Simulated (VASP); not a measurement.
# Ga (Im-3m) in VASP: notebook

Ga is run at these levels: PBE; tasks: single point, relaxation of cell and atoms.

Everything below comes from runs of VASP 6.6.1. Logs are shortened: lines on timing, memory, paths and dates and some standing lists are left out, and cuts for length are marked.

## (1) The cell of the first run

Symmetry: Im-3m, No. 229, cubic system. Conventional cell: a = 3.375 Å, b = 3.375 Å, c = 3.375 Å, α = 90.00°, β = 90.00°, γ = 90.00°. Within 3.8 Å of Ga (site symmetry m-3m) lie 14 Ga at 2.92 to 3.37 Å.

## (2) Single point, PBE

The input, INCAR:

```
SYSTEM = Ga
ALGO = Normal
EDIFF = 1E-6
ENCUT = 520
GGA = PE
ISIF = 2
ISMEAR = -1
LASPH = .True.
LCHARG = .True.
LELF = .True.
LREAL = .False.
LVHAR = .True.
LWAVE = .False.
NBANDS = 12
NELM = 80
PREC = Accurate
SIGMA = 0.05
```

The input, KPOINTS:

```
k-points
0
Gamma
  17 17 17
  0 0 0
```

The input, POSCAR:

```
Ga
1.0
   -1.6874213947      1.6874213947      1.6874213947
    1.6874213947     -1.6874213947      1.6874213947
    1.6874213947      1.6874213947     -1.6874213947
Ga
1
Direct
    0.0000000000      0.0000000000      0.0000000000
```

Potentials or basis: VASP PAW PBE potentials, release 64 (Ga_d).

Started as:

```console
$ cat potpaw_PBE.64/Ga_d/POTCAR > POTCAR
$ mpirun -np 1 vasp_std > vasp.out
```

OUTCAR:

```text
SYSTEM = Ga
   EDIFF = 1E-6
   ENCUT = 520
   GGA = PE
   ISIF = 2
   ISMEAR = -1
   LASPH = .True.
   LREAL = .False.
   NELM = 80
   PREC = Accurate

 ion  position               nearest neighbor table
   1  0.000  0.000  0.000-

  LATTYP: Found a body centered cubic cell.
 ALAT       =     3.3748427894

  Lattice vectors:

 A1 = (  -1.6874213947,   1.6874213947,   1.6874213947)
 A2 = (   1.6874213947,  -1.6874213947,   1.6874213947)
 A3 = (   1.6874213947,   1.6874213947,  -1.6874213947)

Analysis of symmetry for initial positions (statically):
=====================================================================
 Subroutine PRICEL returns:
 Original cell was already a primitive cell.

 Routine SETGRP: Setting up the symmetry group for a
 body centered cubic supercell.

 Subroutine GETGRP returns: Found 48 space group operations
 (whereof 48 operations were pure point group operations)
 out of a pool of 48 trial point group operations.

The static configuration has the point symmetry O_h .

Analysis of symmetry for dynamics (positions and initial velocities):
=====================================================================
 Subroutine PRICEL returns:
 Original cell was already a primitive cell.

 Routine SETGRP: Setting up the symmetry group for a
 body centered cubic supercell.

 Subroutine GETGRP returns: Found 48 space group operations
 (whereof 48 operations were pure point group operations)
 out of a pool of 48 trial point group operations.

The dynamic configuration has the point symmetry O_h .

 Subroutine INISYM returns: Found 48 space group operations
 (whereof 48 operations are pure point group operations),
 and found     1 'primitive' translations

----------------------------------------------------------------------------------------

                                     Primitive cell

  volume of cell :      19.2190

  direct lattice vectors                    reciprocal lattice vectors
    -1.687421395  1.687421395  1.687421395     0.000000000  0.296310099  0.296310099
     1.687421395 -1.687421395  1.687421395     0.296310099  0.000000000  0.296310099
     1.687421395  1.687421395 -1.687421395     0.296310099  0.296310099  0.000000000

  length of vectors
     2.922699589  2.922699589  2.922699589     0.419045760  0.419045760  0.419045760

  position of ions in fractional coordinates (direct lattice)
     0.000000000  0.000000000  0.000000000

  ion indices of the primitive-cell ions
   primitive index   ion index
                 1           1

----------------------------------------------------------------------------------------

 KPOINTS: k-points

Automatic generation of k-mesh.
 Grid dimensions read from file:
 generate k-points for:   17   17   17

 Generating k-lattice:

  Cartesian coordinates                     Fractional coordinates (reciprocal lattice)
     0.000000000  0.017430006  0.017430006     0.058823529  0.000000000  0.000000000
     0.017430006  0.000000000  0.017430006     0.000000000  0.058823529  0.000000000
     0.017430006  0.017430006  0.000000000     0.000000000  0.000000000  0.058823529

  Length of vectors
     0.024649751  0.024649751  0.024649751

  Shift w.r.t. Gamma in fractional coordinates (k-lattice)
     0.000000000  0.000000000  0.000000000

 Subroutine IBZKPT returns following result:
 ===========================================

 Found    165 irreducible k-points:

 Following reciprocal coordinates:
            Coordinates               Weight
  0.000000  0.000000  0.000000      1.000000
  0.058824  0.000000  0.000000     12.000000
  0.117647  0.000000  0.000000     12.000000
  0.176471  0.000000  0.000000     12.000000
  0.235294  0.000000  0.000000     12.000000
  0.294118  0.000000  0.000000     12.000000
[... 16 lines left out ...]
  0.411765  0.117647  0.000000     48.000000
  0.176471  0.176471  0.000000     24.000000
 [... further k-points ...]
   k-points           NKPTS =    165   k-points in BZ     NKDIM =    165   number of bands    NBANDS=     12
   number of dos      NEDOS =    301   number of ions     NIONS =      1
   total plane-waves  NPLWV =  13824
   dimension x,y,z NGX =    24 NGY =   24 NGZ =   24
   dimension x,y,z NGXF=    48 NGYF=   48 NGZF=   48
   ions per type =               1
   NGX,Y,Z   is equivalent  to a cutoff of  13.65, 13.65, 13.65 a.u.
   NGXF,Y,Z  is equivalent  to a cutoff of  27.30, 27.30, 27.30 a.u.
 SYSTEM =  Ga
   PREC   = accura    normal or accurate (medium, high low for compatibility)
   ISTART =      0    job   : 0-new  1-cont  2-samecut
   ICHARG =      2    charge: 1-file 2-atom 10-const
   ISPIN  =      1    spin polarized calculation?
   LNONCOLLINEAR =      F non collinear calculations
   LSORBIT =      F    spin-orbit coupling
   LASPH  =      T    aspherical Exc in radial PAW
   ENCUT  =  520.0 eV  38.22 Ry    6.18 a.u.   5.43  5.43  5.43*2*pi/ulx,y,z
   NELM   =     80;   NELMIN=  2; NELMDL= -5     # of ELM steps
   EDIFF  = 0.1E-05   stopping-criterion for ELM
   LREAL  =      F    real-space projection
   EDIFFG = 0.1E-04   stopping-criterion for IOM
   NSW    =      0    number of steps for IOM
   IBRION =     -1    ionic relax: 0-MD 1-quasi-New 2-CG
   NFREE  =      0    steps in history (QN), initial steepest desc. (CG)
   ISIF   =      2    stress and relaxation
   ISYM   =      2    0-nonsym 1-usesym 2-fastsym
   POTIM  = 0.5000    time-step for ionic-motion
   TEBEG  =    0.0;   TEEND  =   0.0 temperature during run
   PSTRESS=    0.0 pullay stress
   NELECT =      13.0000    total number of electrons
   NUPDOWN=      -1.0000    fix difference up-down
   EMIN   =  10.00;   EMAX   =-10.00  energy-range for DOS
   EFERMI =   0.00;   METHOD = LEGACY
   ISMEAR =    -1;   SIGMA  =   0.05  broadening in eV -4-tet -1-fermi 0-gaus
   EFERMI_NEDOS =   21; number of points for ismear=-14 and -15
   IALGO  =     38    algorithm
   IMIX   =      4    mixing-type and parameters
     AMIX     =   0.40;   BMIX     =  1.00
     AMIX_MAG =   1.60;   BMIX_MAG =  1.00
  volume/ion in A,a.u.               =      19.22       129.70
  Fermi-wavevector in a.u.,A,eV,Ry     =   1.437074  2.715676 28.098494  2.065181
  Thomas-Fermi vector in A             =   2.556192
   LORBIT       =      0    0 simple, 1 ext, 2 COOP (PROOUT), +10 PAW based schemes
   GGA     = PE    functional components
   LHFCALC =     F    Hartree Fock is set to
   AEXX    =    0.0000 exact exchange contribution
   IVDW    =     0    specifies the selected vdW correction
   LEPSILON=     F    determine dielectric tensor
   LRPA    =     F    only Hartree local field effects (RPA)
 non-spin polarized calculation
  energy-cutoff  :      520.00
  volume of cell :       19.22
 maximum number of plane-waves:       537
 NGX is ok and might be reduce to    24
   NGX = 11   NGY = 11   NGZ = 11

 number of electron      12.9999990 magnetization

 Free energy of the ion-electron system (eV)
  ---------------------------------------------------
  ext. energy  EPLUGINS =         0.00000000
  ---------------------------------------------------
  free energy    TOTEN  =        -2.87372430 eV

  energy without entropy =       -2.86944987  energy(sigma->0) =       -2.87158708

 E-fermi :   5.4322     XC(G=0): -10.9291

 val. band max:        5.4280305783   @ k =  -0.4706  -0.4706   0.4118
 cond. band min:       5.4419442634   @ k =  -0.4118  -0.4706   0.2941
 fundamental gap:      0.0139136851
 Fermi energy:         5.4322098827

 k-point     1 :       0.0000    0.0000    0.0000
  band No.  band energies     occupation
      1      -9.5246      2.00000
      2      -9.5246      2.00000
      3      -9.5246      2.00000
      4      -9.3456      2.00000
      5      -9.3456      2.00000
      6      -5.5107      2.00000
      7      17.7352      0.00000
      8      17.7352      0.00000
      9      17.7353      0.00000
     10      22.3778      0.00000
     11      22.3778      0.00000
     12      22.3778      0.00000

 k-point     2 :       0.0588    0.0000    0.0000
  band No.  band energies     occupation
      1      -9.5273      2.00000
      2      -9.5225      2.00000
      3      -9.5151      2.00000
      4      -9.3484      2.00000
      5      -9.3456      2.00000
      6      -5.4180      2.00000
      7      16.8631      0.00000
      8      17.2799      0.00000
      9      17.5853      0.00000
     10      21.1601      0.00000
     11      21.2969      0.00000
     12      22.4324      0.00000

 k-point     3 :       0.1176    0.0000    0.0000
  band No.  band energies     occupation
      1      -9.5350      2.00000
      2      -9.5179      2.00000
      3      -9.4879      2.00000
      4      -9.3557      2.00000
      5      -9.3456      2.00000
      6      -5.1386      2.00000
      7      14.8635      0.00000
      8      16.3246      0.00000
      9      17.1591      0.00000
     10      20.0022      0.00000
     11      20.1525      0.00000
     12      22.1022      0.00000

 k-point     4 :       0.1765    0.0000    0.0000
  band No.  band energies     occupation
      1      -9.5468      2.00000
      2      -9.5152      2.00000
      3      -9.4463      2.00000
      4      -9.3646      2.00000
      5      -9.3456      2.00000
      6      -4.6704      2.00000
      7      12.5373      0.00000
      8      15.2993      0.00000
      9      16.5546      0.00000
     10      19.1147      0.00000
     11      19.1727      0.00000
     12      22.2081      0.00000

 k-point     5 :       0.2353    0.0000    0.0000
  band No.  band energies     occupation
      1      -9.5609      2.00000
      2      -9.5195      2.00000
      3      -9.3955      2.00000
      4      -9.3702      2.00000
      5      -9.3455      2.00000
      6      -4.0113      2.00000
      7      10.2061      0.00000
      8      14.3622      0.00000
      9      15.9074      0.00000
     10      18.3611      0.00000
     11      18.4013      0.00000
     12      22.6679      0.00000
[... 228 lines left out ...]
      1      -9.5786      2.00000
      2      -9.5345      2.00000
      3      -9.3701      2.00000
      4      -9.3526      2.00000
      5      -9.3020      2.00000
      6      -1.8422      2.00000
      7       6.1265      0.00000
      8      10.7490      0.00000
      9      13.7232      0.00000
     10      18.1916      0.00000
     11      20.4819      0.00000
     12      22.8546      0.00000

 k-point    22 :       0.3529    0.1176    0.0000
  band No.  band energies     occupation
      1      -9.5875      2.00000
      2      -9.5463      2.00000
      3      -9.3631      2.00000
      4      -9.3528      2.00000
      5      -9.2729      2.00000
      6      -0.6287      2.00000
      7       4.2233      2.00000
      8      10.3492      0.00000
      9      13.3789      0.00000
     10      17.8957      0.00000
     11      20.3567      0.00000
     12      23.7599      0.00000

 k-point    23 :       0.4118    0.1176    0.0000
  band No.  band energies     occupation
      1      -9.5923      2.00000
      2      -9.5535      2.00000
      3      -9.3577      2.00000
      4      -9.3542      2.00000
      5      -9.2568      2.00000
      6       0.7068      2.00000
      7       2.5399      2.00000
      8      10.1493      0.00000
      9      13.2043      0.00000
     10      17.7469      0.00000
     11      20.2638      0.00000
     12      24.8781      0.00000

 k-point    24 :       0.1765    0.1765    0.0000
  band No.  band energies     occupation
      1      -9.5613      2.00000
      2      -9.5156      2.00000
      3      -9.3783      2.00000
      4      -9.3681      2.00000
      5      -9.3376      2.00000
      6      -2.9730      2.00000
      7       9.0800      0.00000
      8      10.3699      0.00000
      9      14.1723      0.00000
     10      19.5000      0.00000
     11      20.0411      0.00000
     12      23.6418      0.00000

 [... further k-points ...]

------------------------ aborting loop because EDIFF is reached ----------------------------------------

  FORCE on cell =-STRESS in cart. coord.  units (eV):
  Direction    XX          YY          ZZ          XY          YZ          ZX
  --------------------------------------------------------------------------------------
  -------------------------------------------------------------------------------------
  Total        0.0109784      0.0109784      0.0109784     -0.0000000      0.0000000     -0.0000000
  in kB        0.9152054      0.9152054      0.9152054     -0.0000000      0.0000000     -0.0000000
  external PRESSURE =       0.9152054 kB  Pullay stress =       0.0000000 kB

 VOLUME and BASIS-vectors are now :
 -----------------------------------------------------------------------------
  energy-cutoff  :      520.00
  volume of cell :       19.22
      direct lattice vectors                 reciprocal lattice vectors
    -1.687421395  1.687421395  1.687421395     0.000000000  0.296310099  0.296310099
     1.687421395 -1.687421395  1.687421395     0.296310099  0.000000000  0.296310099
     1.687421395  1.687421395 -1.687421395     0.296310099  0.296310099  0.000000000

 POSITION                                       TOTAL-FORCE (eV/Angst)
 -----------------------------------------------------------------------------------
      0.00000      0.00000      0.00000        -0.000000      0.000000      0.000000
 -----------------------------------------------------------------------------------
    total drift:                               -0.000000      0.000000      0.000000

  FREE ENERGIE OF THE ION-ELECTRON SYSTEM (eV)
  ---------------------------------------------------
  free  energy   TOTEN  =        -2.8737243008 eV

  energy  without entropy=       -2.8694498669  energy(sigma->0) =       -2.87158708
```

Run time: 9.6 s. Hardware: 1 thread of Intel Xeon 6975P-C (Granite Rapids), shared host; peak memory 0.16 GiB.

Results:

```
Free energy : -2.8737 eV
Pressure    : 0.1 GPa
```

Levels at points of the mesh, in eV from the Fermi level:
```csv
k point,band 4,band 5,band 6,band 7,band 8,band 9
"(0.00, 0.00, 0.00)",-14.78,-14.78,-10.94,12.30,12.30,12.30
```

## (3) Single point, PBE

The input, INCAR:

```
  PREC = Accurate
  ENCUT = 520
  EDIFF = 1E-7
  ISMEAR = -1
  SIGMA = 0.05
  LREAL = F
  LASPH = T
  NELM = 80
  ALGO = Normal
  ISIF = 2
  LWAVE = F
  LCHARG = F
  GGA = PE
  NBANDS = 12
```

The input, KPOINTS:

```
Automatic mesh
0
Gamma
  17 17 17
```

POSCAR is that of step 2.

Potentials or basis: VASP PAW PBE potentials, release 64 (Ga_d).

Started as:

```console
$ cat potpaw_PBE.64/Ga_d/POTCAR > POTCAR
$ mpirun -np 1 vasp_std > vasp.out
```

It took 11 s on 1 thread of Intel Xeon 6975P-C (Granite Rapids), shared host; peak memory 0.16 GiB.

Results (log left out):

* Free energy: -2.8737 eV
* Pressure: 0.1 GPa

Levels at points of the mesh, in eV from the Fermi level:
| k point | band 3 | band 4 | band 5 | band 6 | band 7 | band 8 | band 9 | band 10 |
| --- | --- | --- | --- | --- | --- | --- | --- | --- |
| (0.00, 0.00, 0.00) | -14.96 | -14.78 | -14.78 | -10.94 | 12.30 | 12.30 | 12.30 | 16.95 |

## (4) Relaxation of cell and atoms, PBE

This run uses another cell than the first one, of 19.00 Å³/atom, 0.989 times its volume.

The input, INCAR:

```
SYSTEM = Ga
PREC     = Accurate       ! precision mode
ENCUT    = 600            ! plane-wave cutoff, eV
EDIFF    = 1E-6           ! SCF threshold, eV
ISMEAR   = -1             ! smearing method
SIGMA    = 0.05           ! smearing width, eV
LREAL    = .False.        ! projectors in reciprocal space
LASPH    = .True.         ! aspherical terms in the spheres
NELM     = 60             ! most SCF steps
ALGO     = Normal         ! electronic algorithm
ISIF     = 3              ! what is computed and relaxed
LWAVE    = .False.        ! write WAVECAR
LCHARG   = .False.        ! write CHGCAR
GGA      = PE             ! functional
IBRION   = 2              ! ionic algorithm
NSW      = 60             ! ionic steps
EDIFFG   = -0.005         ! ionic threshold
```

The input, KPOINTS:

```
regular mesh
0
Gamma
  17 17 17
  0 0 0
```

The input, POSCAR:

```
Ga
1.0
   -1.6809877034      1.6809877034      1.6809877034
    1.6809877034     -1.6809877034      1.6809877034
    1.6809877034      1.6809877034     -1.6809877034
Ga
1
Direct
    0.0000000000      0.0000000000      0.0000000000
```

Started as:

```console
$ cat potpaw_PBE.64/Ga_d/POTCAR > POTCAR
$ mpirun -np 1 vasp_std > vasp.out
```

Run time: 27 s. Hardware: 1 thread of Intel Xeon 6975P-C (Granite Rapids), shared host; peak memory 0.17 GiB.

The run converged. Its results:

* Free energy: -2.8735 eV
* Relaxed volume: 19.23 Å³/atom
* Relaxed cell: a = 2.923 Å, b = 2.923 Å, c = 2.923 Å, α = 109.47°, β = 109.47°, γ = 109.47°
* Space group after relaxing (to 0.05 Å): Im-3m (No. 229)
* Energy gained by relaxing: 0.5 meV/atom
* Ionic steps: 6
* Pressure after relaxing: 0.0 GPa

The path:
| step | energy change (eV) | largest force (eV/Å) | pressure (GPa) | volume (Å³) |
| --- | --- | --- | --- | --- |
| 1 | 0.0000 | 0.0000 | 0.60 | 19.00 |
| 2 | -0.0004 | 0.0000 | -0.13 | 19.20 |
| 3 | -0.0004 | 0.0000 | 0.19 | 19.18 |
| 4 | -0.0004 | 0.0000 | 0.13 | 19.19 |
| 5 | -0.0004 | 0.0000 | 0.11 | 19.20 |
| 6 | -0.0005 | 0.0000 | 0.01 | 19.23 |

Final structure:
```
Ga
1.0
    -1.68764    1.68764    1.68764
     1.68764   -1.68764    1.68764
     1.68764    1.68764   -1.68764
Ga
1
Direct
  0.00000 0.00000 0.00000
```

Levels at points of the mesh, in eV from the Fermi level:
```tsv
k point	band 3	band 4	band 5	band 6	band 7	band 8	band 9	band 10
(0.00, 0.00, 0.00)	-14.96	-14.78	-14.78	-10.94	12.30	12.30	12.30	16.94
```

[end of part 1 of 2]
